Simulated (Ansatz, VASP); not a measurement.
Hf: VASP beside Ansatz

Contents of INCAR:

```
SYSTEM = Hf
ALGO = Normal ; EDIFF = 1E-6
ENCUT = 520 ; GGA = PE
ISIF = 2 ; ISMEAR = -1
LASPH = .True. ; LCHARG = .False.
LREAL = .False. ; LWAVE = .False.
NBANDS = 11 ; NELM = 100
PREC = Accurate ; SIGMA = 0.08
```

Contents of KPOINTS:

```
k-points
0
Gamma
  16 16 16
  0 0 0
```

File POSCAR:

```
Hf
1.0
   -1.7377007743      1.7377007743      1.7377007743
    1.7377007743     -1.7377007743      1.7377007743
    1.7377007743      1.7377007743     -1.7377007743
Hf
1
Direct
    0.0000000000      0.0000000000      0.0000000000
```

Input for Ansatz:

```yaml
crystal:
  lattice:
    - [-1.7377007743, 1.7377007743, 1.7377007743]
    - [1.7377007743, -1.7377007743, 1.7377007743]
    - [1.7377007743, 1.7377007743, -1.7377007743]
  atoms:
    - { symbol: Hf, position: [0.0, 0.0, 0.0] }
kpoints:
  mp_grid: { grid: [16, 16, 16] }
scf:
  occupations: { method: fermi_dirac, width: 0.08 }
hamiltonian:
  xc: pbe
  pseudopotentials: { kind: all_electron, lapw: { basis_error: 0.0005 } }
output:
  forces: true
  stress: true
  eigenvalues: true
```

Change from the starting cell: volume scaled by 0.9405.

Alike in both runs: task single point; functional PBE; k mesh 16 × 16 × 16; occupations fermi-dirac, width 0.08 eV; no spin polarisation.

```csv
,VASP,Ansatz
version,VASP 6.6.1,Ansatz 0.2.0
potentials or method,"VASP PAW PBE potentials, release 64 (Hf_pv), cutoff 520 eV","all-electron LAPW, scalar-relativistic"
```

```tsv
	VASP	Ansatz	Ansatz less VASP
pressure (GPa)	6.4	6.8	+0.34
```

Ansatz ran all-electron here, and VASP with PAW potentials.

Spin-orbit coupling is off throughout.
